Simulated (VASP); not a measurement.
**AlRu: relaxation of cell and atoms with PBE**

AlRu:

```
Al Ru
1.0
     2.98250    0.00000    0.00000
     0.00000    2.98250    0.00000
     0.00000    0.00000    2.98250
Al Ru
1 1
Direct
  0.00000 0.00000 0.00000
  0.50000 0.50000 0.50000
```

- Program: VASP 6.6.1
- Task: relaxation of cell and atoms
- Functional: PBE
- Potentials or basis: VASP PAW PBE potentials, release 64 (Al, Ru_pv)
- Cutoff: 600 eV
- k mesh: 5 × 5 × 5
- Occupations: gaussian, width 0.1 eV
- Spin: no spin polarisation
- Target pressure: 5 GPa
- Dipole correction: no
- Charge: 0.5
- Further INCAR settings: ALGO = Fast; EDIFF = 1e-06; IBRION = 2; EDIFFG = -0.07; NSW = 50; ISIF = 3; NELECT = 16.5

```yaml
Relaxed_volume: 11.04 Å³/atom
Relaxed_cell: a = 2.805 Å, b = 2.805 Å, c = 2.805 Å, α = 90.00°, β = 90.00°, γ = 90.00°
Space_group_after_relaxing_to_0.05_Å: Pm-3m (No. 221)
Energy_change_on_relaxing_the_enthalpy_is_what_falls: -277.3 meV/atom
Ionic_steps: 5
```

Step by step:
```
step  energy change (eV)  largest force (eV/Å)  pressure (GPa)  volume (Å³)
   1              0.0000                0.0000          -37.64        26.53
   2              4.0421                0.0000          285.31        15.15
   3             -0.5586                0.0000           -2.43        22.60
   4             -0.5592                0.0000            2.03        22.28
   5             -0.5547                0.0000            5.12        22.08
```

Final structure:
```
CELL_PARAMETERS angstrom
2.80535 0.00000 0.00000
0.00000 2.80535 0.00000
0.00000 0.00000 2.80535
ATOMIC_POSITIONS crystal
Al 0.00000 0.00000 0.00000
Ru 0.50000 0.50000 0.50000
```

Levels at points of the mesh, in eV from the Fermi level:
| k point | band 5 | band 6 | band 7 | band 8 | band 9 | band 10 | band 11 | band 12 |
| --- | --- | --- | --- | --- | --- | --- | --- | --- |
| (0.00, 0.00, 0.00) | -4.38 | -4.38 | 0.49 | 0.49 | 0.49 | 7.80 | 7.80 | 7.80 |

It took 15 s on 1 thread of Intel Xeon 6975P-C, with other jobs on the host, peak memory 0.15 GiB.

Caveat: the k points lie up to 0.45 Å⁻¹ apart in the final cell; the cell carries a net charge on a neutralising background, which shifts energy and pressure; the cell is charged against a uniform background, so pressure and absolute levels hang on convention; the cell is relaxed towards a set pressure, so the enthalpy falls and the energy may rise; the volume moved by over 15 % at a fixed basis, so the end points are rough.
